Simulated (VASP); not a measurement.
# SiC20 in VASP: a series of runs

The runs below take SiC20 through single point, with LDA.

All numbers are computed with VASP 6.6.1; they aren't measurements. Logs are shortened: lines on timing, memory, paths and dates and some standing lists are left out, and cuts for length are marked.

## 1. The cell of the first run

The cell holds a slab with vacuum, 21 atoms: a = 4.889 Å, b = 6.732 Å, c = 19.878 Å, α = 90.00°, β = 90.00°, γ = 90.00°.

## 2. Single point, LDA

Input file INCAR:

```
SYSTEM = SiC20
ALGO = Normal
DIPOL = 0.5 0.5 0.320
EDIFF = 1E-6
ENCUT = 520
IDIPOL = 3
ISIF = 2
ISMEAR = 0
LASPH = .TRUE.
LCHARG = .FALSE.
LDIPOL = .TRUE.
LREAL = Auto
LWAVE = .FALSE.
NBANDS = 58
NELM = 80
PREC = Accurate
SIGMA = 0.1
```

Input file KPOINTS:

```
k-points
0
G
  6 4 1
  0 0 0
```

Input file POSCAR:

```
SiC20
1.0
    4.8886397374      0.0000000000      0.0000000000
    0.0000000000      6.7320639185      0.0000000000
    0.0000000000      0.0000000000     19.8779297502
C Si
20 1
Direct
    0.1873445658      0.7499862731      0.2012281988
    0.6873445658      0.7499862731      0.2012281988
    0.3122616418      0.2500137269      0.2189744258
    0.8122616418      0.2500137269      0.2189744258
    0.0622461176      0.2500137269      0.2544882356
    0.5622461176      0.2500137269      0.2544882356
    0.1871631936      0.7499862731      0.2722344626
    0.6871631936      0.7499862731      0.2722344626
    0.4371476695      0.7499862731      0.3077482725
    0.9371476696      0.7499862731      0.3077482725
    0.0327331600      0.2593588811      0.3267972099
    0.5327331600      0.2593588811      0.3267972099
    0.2778387656      0.2880713332      0.3614247234
    0.7778387656      0.2880713332      0.3614247234
    0.4611295625      0.6809589459      0.3746072660
    0.9611295625      0.6809589459      0.3746072660
    0.2151187046      0.6005973959      0.3990088605
    0.7151187046      0.6005973959      0.3990088605
    0.2458331930      0.4038298762      0.4214689284
    0.7458331930      0.4038298762      0.4214689284
    0.4958331930      0.9038298762      0.4369787562
```

Potentials or basis: VASP PAW LDA potentials, release 64 (C, Si).

Run with:

```sh
cat potpaw_LDA.64/C/POTCAR potpaw_LDA.64/Si/POTCAR > POTCAR
mpirun -np 1 vasp_std > vasp.out
```

OUTCAR:

```text
SYSTEM = SiC20
   EDIFF = 1E-6
   ENCUT = 520
   ISIF = 2
   ISMEAR = 0
   LASPH = .TRUE.
   LREAL = Auto
   NELM = 80
   PREC = Accurate

 ion  position               nearest neighbor table
   1  0.187  0.750  0.201-   7 1.41
   2  0.687  0.750  0.201-   8 1.41
   3  0.312  0.250  0.219-   6 1.41   5 1.41
   4  0.812  0.250  0.219-   5 1.41   6 1.41
   5  0.062  0.250  0.254-   4 1.41   3 1.41  11 1.45
   6  0.562  0.250  0.254-   3 1.41   4 1.41  12 1.45
   7  0.187  0.750  0.272-   9 1.41   1 1.41  10 1.41
   8  0.687  0.750  0.272-  10 1.41   2 1.41   9 1.41
   9  0.437  0.750  0.308-   7 1.41   8 1.41  15 1.41
  10  0.937  0.750  0.308-   8 1.41   7 1.41  16 1.41
  11  0.033  0.259  0.327-  13 1.40  14 1.44   5 1.45
  12  0.533  0.259  0.327-  14 1.40  13 1.44   6 1.45
  13  0.278  0.288  0.361-  11 1.40  19 1.43  12 1.44
  14  0.778  0.288  0.361-  12 1.40  20 1.43  11 1.44
  15  0.461  0.681  0.375-  17 1.41   9 1.41  18 1.44  21 1.95
  16  0.961  0.681  0.375-  18 1.41  10 1.41  17 1.44
  17  0.215  0.601  0.399-  15 1.41  19 1.41  16 1.44  21 2.57
  18  0.715  0.601  0.399-  16 1.41  20 1.41  15 1.44  21 2.43
  19  0.246  0.404  0.421-  17 1.41  13 1.43
  20  0.746  0.404  0.421-  18 1.41  14 1.43
  21  0.496  0.904  0.437-  15 1.95  18 2.43  17 2.57

  LATTYP: Found a simple orthorhombic cell.
 ALAT       =     4.8886397374
 B/A-ratio  =     1.3770832543
 C/A-ratio  =     4.0661473985

  Lattice vectors:

 A1 = (   4.8886397374,   0.0000000000,   0.0000000000)
 A2 = (   0.0000000000,   6.7320639185,   0.0000000000)
 A3 = (   0.0000000000,   0.0000000000,  19.8779297502)

Analysis of symmetry for initial positions (statically):
=====================================================================
 Subroutine PRICEL returns:
 Original cell was already a primitive cell.

 Routine SETGRP: Setting up the symmetry group for a
 simple orthorhombic supercell.

 Subroutine GETGRP returns: Found  1 space group operations
 (whereof  1 operations were pure point group operations)
 out of a pool of  8 trial point group operations.

The static configuration has the point symmetry C_1 .

Analysis of symmetry for dynamics (positions and initial velocities):
=====================================================================
 Subroutine PRICEL returns:
 Original cell was already a primitive cell.

 Routine SETGRP: Setting up the symmetry group for a
 simple orthorhombic supercell.

 Subroutine GETGRP returns: Found  1 space group operations
 (whereof  1 operations were pure point group operations)
 out of a pool of  8 trial point group operations.

The dynamic configuration has the point symmetry C_1 .

 Subroutine INISYM returns: Found  1 space group operations
 (whereof  1 operations are pure point group operations),
 and found     1 'primitive' translations

----------------------------------------------------------------------------------------

                                     Primitive cell

  volume of cell :     654.1953

  direct lattice vectors                    reciprocal lattice vectors
     4.888639737  0.000000000  0.000000000     0.204555879  0.000000000  0.000000000
     0.000000000  6.732063918  0.000000000     0.000000000  0.148542856  0.000000000
     0.000000000  0.000000000 19.877929750     0.000000000  0.000000000  0.050307050

  length of vectors
     4.888639737  6.732063918 19.877929750     0.204555879  0.148542856  0.050307050

  position of ions in fractional coordinates (direct lattice)
     0.187344566  0.749986273  0.201228199
     0.687344566  0.749986273  0.201228199
     0.312261642  0.250013727  0.218974426
     0.812261642  0.250013727  0.218974426
     0.062246118  0.250013727  0.254488236
     0.562246118  0.250013727  0.254488236
[... 13 lines left out ...]
     0.745833193  0.403829876  0.421468928
     0.495833193  0.903829876  0.436978756

  ion indices of the primitive-cell ions
   primitive index   ion index
                 1           1
                 2           2
                 3           3
                 4           4
                 5           5
                 6           6
[... 13 lines left out ...]
                20          20
                21          21

----------------------------------------------------------------------------------------

 KPOINTS: k-points

Automatic generation of k-mesh.
 Grid dimensions read from file:
 generate k-points for:    6    4    1

 Generating k-lattice:

  Cartesian coordinates                     Fractional coordinates (reciprocal lattice)
     0.034092647  0.000000000  0.000000000     0.166666667  0.000000000  0.000000000
     0.000000000  0.037135714  0.000000000     0.000000000  0.250000000  0.000000000
     0.000000000  0.000000000  0.050307050     0.000000000  0.000000000  1.000000000

  Length of vectors
     0.034092647  0.037135714  0.050307050

  Shift w.r.t. Gamma in fractional coordinates (k-lattice)
     0.000000000  0.000000000  0.000000000

 Subroutine IBZKPT returns following result:
 ===========================================

 Found     14 irreducible k-points:

 Following reciprocal coordinates:
            Coordinates               Weight
  0.000000  0.000000  0.000000      1.000000
  0.166667  0.000000  0.000000      2.000000
  0.333333  0.000000  0.000000      2.000000
  0.500000  0.000000  0.000000      1.000000
  0.000000  0.250000  0.000000      2.000000
  0.166667  0.250000  0.000000      2.000000
  0.166667 -0.250000  0.000000      2.000000
  0.333333  0.250000  0.000000      2.000000
  0.333333 -0.250000  0.000000      2.000000
  0.500000  0.250000  0.000000      2.000000
  0.000000  0.500000  0.000000      1.000000
  0.166667  0.500000  0.000000      2.000000
  0.333333  0.500000  0.000000      2.000000
  0.500000  0.500000  0.000000      1.000000
   k-points           NKPTS =     14   k-points in BZ     NKDIM =     14   number of bands    NBANDS=     58
   number of dos      NEDOS =    301   number of ions     NIONS =     21
   total plane-waves  NPLWV = 270000
   dimension x,y,z NGX =    36 NGY =   50 NGZ =  150
   dimension x,y,z NGXF=    72 NGYF=  100 NGZF=  300
   ions per type =              20   1
   NGX,Y,Z   is equivalent  to a cutoff of  12.24, 12.35, 12.55 a.u.
   NGXF,Y,Z  is equivalent  to a cutoff of  24.48, 24.69, 25.09 a.u.
 SYSTEM =  SiC20
   PREC   = accura    normal or accurate (medium, high low for compatibility)
   ISTART =      0    job   : 0-new  1-cont  2-samecut
   ICHARG =      2    charge: 1-file 2-atom 10-const
   ISPIN  =      1    spin polarized calculation?
   LNONCOLLINEAR =      F non collinear calculations
   LSORBIT =      F    spin-orbit coupling
   LASPH  =      T    aspherical Exc in radial PAW
   ENCUT  =  520.0 eV  38.22 Ry    6.18 a.u.   9.09 12.52 36.96*2*pi/ulx,y,z
   NELM   =     80;   NELMIN=  2; NELMDL= -5     # of ELM steps
   EDIFF  = 0.1E-05   stopping-criterion for ELM
   LREAL  =      T    real-space projection
   EDIFFG = 0.1E-04   stopping-criterion for IOM
   NSW    =      0    number of steps for IOM
   IBRION =     -1    ionic relax: 0-MD 1-quasi-New 2-CG
   NFREE  =      0    steps in history (QN), initial steepest desc. (CG)
   ISIF   =      2    stress and relaxation
   ISYM   =      2    0-nonsym 1-usesym 2-fastsym
   POTIM  = 0.5000    time-step for ionic-motion
   TEBEG  =    0.0;   TEEND  =   0.0 temperature during run
   PSTRESS=    0.0 pullay stress
   NELECT =      84.0000    total number of electrons
   NUPDOWN=      -1.0000    fix difference up-down
   EMIN   =  10.00;   EMAX   =-10.00  energy-range for DOS
   EFERMI =   0.00;   METHOD = LEGACY
   ISMEAR =     0;   SIGMA  =   0.10  broadening in eV -4-tet -1-fermi 0-gaus
   EFERMI_NEDOS =   21; number of points for ismear=-14 and -15
   IALGO  =     38    algorithm
   IMIX   =      4    mixing-type and parameters
     AMIX     =   0.40;   BMIX     =  1.00
     AMIX_MAG =   1.60;   BMIX_MAG =  1.00
  volume/ion in A,a.u.               =      31.15       210.23
  Fermi-wavevector in a.u.,A,eV,Ry     =   0.825909  1.560741  9.280880  0.682125
  Thomas-Fermi vector in A             =   1.937849
   LORBIT       =      0    0 simple, 1 ext, 2 COOP (PROOUT), +10 PAW based schemes
   GGA     = CA    functional components
   LHFCALC =     F    Hartree Fock is set to
   AEXX    =    0.0000 exact exchange contribution
   IVDW    =     0    specifies the selected vdW correction
   LEPSILON=     F    determine dielectric tensor
   LRPA    =     F    only Hartree local field effects (RPA)
 non-spin polarized calculation
 Gauss-broadening in eV      SIGMA  =   0.10
  energy-cutoff  :      520.00
  volume of cell :      654.20
 maximum number of plane-waves:     17652
   NGX = 19   NGY = 25   NGZ = 73

 dipolmoment           0.000000      0.000000      0.070846 electrons x Angstroem

 number of electron      83.9999998 magnetization

 dipolmoment           0.000000      0.000000     -0.477463 electrons x Angstroem

 Free energy of the ion-electron system (eV)
  ---------------------------------------------------
  ext. energy  EPLUGINS =         0.00000000
  ---------------------------------------------------
  free energy    TOTEN  =      -178.56050153 eV

  energy without entropy =     -178.50081713  energy(sigma->0) =     -178.53065933

 E-fermi :  -3.0771     XC(G=0):  -4.0226

 val. band max:       -3.0782422024   @ k =   0.3333   0.0000   0.0000
 cond. band min:      -3.0670168025   @ k =   0.5000   0.2500   0.0000
 fundamental gap:      0.0112253999
 Fermi energy:        -3.0770750410

 k-point     1 :       0.0000    0.0000    0.0000
  band No.  band energies     occupation
      1     -22.8385      2.00000
      2     -21.4360      2.00000
      3     -20.2662      2.00000
      4     -18.9214      2.00000
      5     -18.7765      2.00000
      6     -18.2528      2.00000
[... 46 lines left out ...]
     53       0.9318      0.00000
     54       1.0967      0.00000

 k-point     2 :       0.1667    0.0000    0.0000
  band No.  band energies     occupation
      1     -22.7152      2.00000
      2     -21.3163      2.00000
      3     -20.1524      2.00000
      4     -19.8117      2.00000
      5     -18.6753      2.00000
      6     -18.5013      2.00000
[... 46 lines left out ...]
     53       1.0509      0.00000
     54       1.1720      0.00000

 k-point     3 :       0.3333    0.0000    0.0000
  band No.  band energies     occupation
      1     -22.3503      2.00000
      2     -20.9902      2.00000
      3     -20.8170      2.00000
      4     -19.7922      2.00000
      5     -19.5263      2.00000
      6     -18.4356      2.00000
[... 46 lines left out ...]
     53       1.2311      0.00000
     54       1.3710      0.00000
[... 514 lines left out ...]
 k-point    13 :       0.3333    0.5000    0.0000
  band No.  band energies     occupation
      1     -22.3211      2.00000
      2     -21.0603      2.00000
      3     -20.8076      2.00000
      4     -19.7033      2.00000
      5     -19.6003      2.00000
      6     -18.4139      2.00000
[... 46 lines left out ...]
     53       0.9638      0.00000
     54       1.4281      0.00000

 k-point    14 :       0.5000    0.5000    0.0000
  band No.  band energies     occupation
      1     -21.8483      2.00000
      2     -21.5365      2.00000
      3     -20.4975      2.00000
      4     -20.3629      2.00000
      5     -19.1802      2.00000
      6     -19.0611      2.00000
[... 46 lines left out ...]
     53       0.7734      0.00000
     54       1.3818      0.00000
 [bands above 54 left out]

------------------------ aborting loop because EDIFF is reached ----------------------------------------

 vacuum level on the upper side and lower side of the slab       (xc-potential included)        -1.358         1.180

  FORCE on cell =-STRESS in cart. coord.  units (eV):
  Direction    XX          YY          ZZ          XY          YZ          ZX
  --------------------------------------------------------------------------------------
  -------------------------------------------------------------------------------------
  Total       -8.9205197      1.5885808     -2.6749545      7.9788835     -0.9641684      2.1784617
  in kB      -21.8470761      3.8905632     -6.5511805     19.5409328     -2.3613265      5.3352293
  external PRESSURE =      -8.1692311 kB  Pullay stress =       0.0000000 kB

 VOLUME and BASIS-vectors are now :
 -----------------------------------------------------------------------------
  energy-cutoff  :      520.00
  volume of cell :      654.20
      direct lattice vectors                 reciprocal lattice vectors
     4.888639737  0.000000000  0.000000000     0.204555879  0.000000000  0.000000000
     0.000000000  6.732063918  0.000000000     0.000000000  0.148542856  0.000000000
     0.000000000  0.000000000 19.877929750     0.000000000  0.000000000  0.050307050

 POSITION                                       TOTAL-FORCE (eV/Angst)
 -----------------------------------------------------------------------------------
      0.91586      5.04896      4.00000         0.211273     -0.122943      1.271810
      3.36018      5.04896      4.00000         0.028758     -0.057931      1.401883
      1.52653      1.68311      4.35276        -0.224965     -0.034667      2.081369
      3.97085      1.68311      4.35276        -0.163257     -0.000050      2.096900
      0.30430      1.68311      5.05870        -1.087371     -0.330961     -2.144821
      2.74862      1.68311      5.05870        -1.010364     -0.345756     -2.275119
[... 13 lines left out ...]
      3.64611      2.71861      8.37793        -0.145078     -0.440450     -0.129579
      2.42395      6.08464      8.68623         0.063592     -0.094956      0.004389
 -----------------------------------------------------------------------------------
    total drift:                               -0.024521      0.006104      0.048830

  FREE ENERGIE OF THE ION-ELECTRON SYSTEM (eV)
  ---------------------------------------------------
  free  energy   TOTEN  =      -178.5605015297 eV

  energy  without entropy=     -178.5008171302  energy(sigma->0) =     -178.53065933

 vacuum level on the upper side and lower side of the slab         1.920         4.518
```

It took 11 min on 1 thread of Intel Xeon Platinum 8488C (Sapphire Rapids), shared host; peak memory 0.64 GiB.

Results:

```
Free energy            : -178.5605 eV
Largest force          : 2.513 eV/Å
Band gap on the k mesh : zero (bands 42 and 43 overlap by 0.38 eV)
```

Forces on the atoms (eV/Å):
```
C    0.211 -0.123  1.272
C    0.029 -0.058  1.402
C   -0.225 -0.035  2.081
C   -0.163  0.000  2.097
C   -1.087 -0.331 -2.145
C   -1.010 -0.346 -2.275
C    0.089  1.200 -1.948
C    0.167  1.165 -2.139
C    0.957 -0.531 -0.637
C    1.125 -0.571  0.644
C   -0.125  0.051  0.169
C   -0.126  0.004  0.181
C    0.004 -0.587 -0.023
C    0.379 -0.412 -0.005
C    0.023  0.086 -0.854
C    0.146  0.240 -0.422
C   -0.806  0.303  1.311
C    0.239  0.519  1.506
C    0.254 -0.039 -0.091
C   -0.145 -0.440 -0.130
Si   0.064 -0.095  0.004
```

## 3. Single point, LDA

Input file INCAR:

```
SYSTEM = SiC20
PREC     = Accurate       ! precision mode
ENCUT    = 520            ! plane-wave cutoff, eV
EDIFF    = 1E-6           ! SCF threshold, eV
ISMEAR   = 0              ! smearing method
SIGMA    = 0.1            ! smearing width, eV
LREAL    = Auto         
LASPH    = .True.         ! aspherical terms in the spheres
NELM     = 60             ! most SCF steps
ALGO     = Normal         ! electronic algorithm
ISIF     = 2              ! what is computed and relaxed
LWAVE    = .False.        ! write WAVECAR
LCHARG   = .False.        ! write CHGCAR
LDIPOL   = .True.       
IDIPOL   = 3            
DIPOL    = 0.5 0.5 0.322
NBANDS   = 58             ! bands
```

Input file KPOINTS:

```
regular mesh
0
Gamma
  6 4 1
  0 0 0
```

Edit POSCAR of step 2 so:

```diff
@@ -28,2 +28,2 @@
     0.7458331930      0.4038298762      0.4214689284
-    0.4958331930      0.9038298762      0.4369787562
+    0.2458331930      0.6538298762      0.4920496031
```

Potentials or basis: VASP PAW LDA potentials, release 64 (C, Si).

Run with:

```sh
cat potpaw_LDA.64/C/POTCAR potpaw_LDA.64/Si/POTCAR > POTCAR
mpirun -np 1 vasp_std > vasp.out
```

It took 12 min on 1 thread of Intel Xeon Platinum 8488C (Sapphire Rapids), shared host; peak memory 0.64 GiB.

The run converged. Its results:

```yaml
Free_energy: -178.7772 eV
Largest_force: 3.340 eV/Å
Band_gap_on_the_k_mesh: zero (bands 42 and 43 overlap by 0.19 eV)
```

Forces in eV/Å, atoms in the order of the input:
```
C    0.068  0.084  1.702
C    0.135 -0.149  1.446
C   -0.109  0.046  2.027
C   -0.250 -0.016  1.931
C   -1.052 -0.392 -2.204
C   -1.175 -0.469 -1.874
C    0.200  0.801 -2.582
C   -0.014  1.274 -2.182
C    1.342 -0.463  0.614
C    0.755 -0.797  1.231
C    0.204  0.090  0.174
C   -0.226  0.032  0.093
C    0.299 -0.690 -0.268
C    0.078 -0.204  0.234
C    0.926  0.062 -1.409
C   -0.944  0.250 -2.069
C   -1.224  2.880  1.168
C   -0.273  1.110  0.290
C    0.064 -1.114  1.668
C    0.723 -0.545 -0.005
Si   0.473 -1.793  0.016
```

Levels at points of the mesh, in eV from the Fermi level:
| k point | band 40 | band 41 | band 42 | band 43 | band 44 | band 45 |
| --- | --- | --- | --- | --- | --- | --- |
| (0.00, 0.00, 0.00) | -0.77 | -0.55 | -0.24 | -0.03 | 0.37 | 0.57 |
| (0.50, 0.00, 0.00) | -0.19 | -0.13 | -0.07 | 0.25 | 0.31 | 0.71 |
| (0.00, 0.50, 0.00) | -0.78 | -0.53 | -0.31 | -0.15 | 0.38 | 0.62 |
| (0.50, 0.50, 0.00) | -0.27 | -0.11 | 0.03 | 0.16 | 0.43 | 0.72 |

(Part 1 of 2 ends here.)
